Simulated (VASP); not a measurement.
Ba, 2 atoms in the cell. It takes space group P6/mmm (No. 191, hexagonal). Conventional cell: a = 6.436 Å, b = 6.436 Å, c = 3.597 Å, α = 90.00°, β = 90.00°, γ = 120.00°. Ba (site symmetry -6m2) has 5 Ba at 3.60 to 3.72 Å within 4.7 Å.  This cell differs from its parent crystal: strain -0.080 along x and y, -0.080 along z.

* Program: VASP 6.6.1
* Task: single point
* Functional: PBE
* Potentials or basis: VASP PAW PBE potentials, release 64 (Ba_sv)
* Cutoff: 520 eV
* k mesh: 9 × 9 × 12
* Occupations: gaussian, width 0.15 eV
* Spin: no spin polarisation
* Dipole correction: no
* Further INCAR settings: ALGO = Fast; EDIFF = 1e-07; NBANDS = 17

Potentials or basis: VASP PAW PBE potentials, release 64 (Ba_sv).

Launch:

```sh
$ cat potpaw_PBE.64/Ba_sv/POTCAR > POTCAR
$ mpirun -np 1 vasp_std > vasp.out
```

Hardware: 1 thread of Intel(R) Xeon(R) Platinum 8375C CPU @ 2.90GHz (Ice Lake), on a shared host.

**Question.** How long does it take, and how much memory?

**Answer.** It took 3.2 min on 1 thread of Intel(R) Xeon(R) Platinum 8375C CPU @ 2.90GHz (Ice Lake), with other jobs on the host, peak memory 0.34 GiB. Counts: scf iterations 15, k points 84.
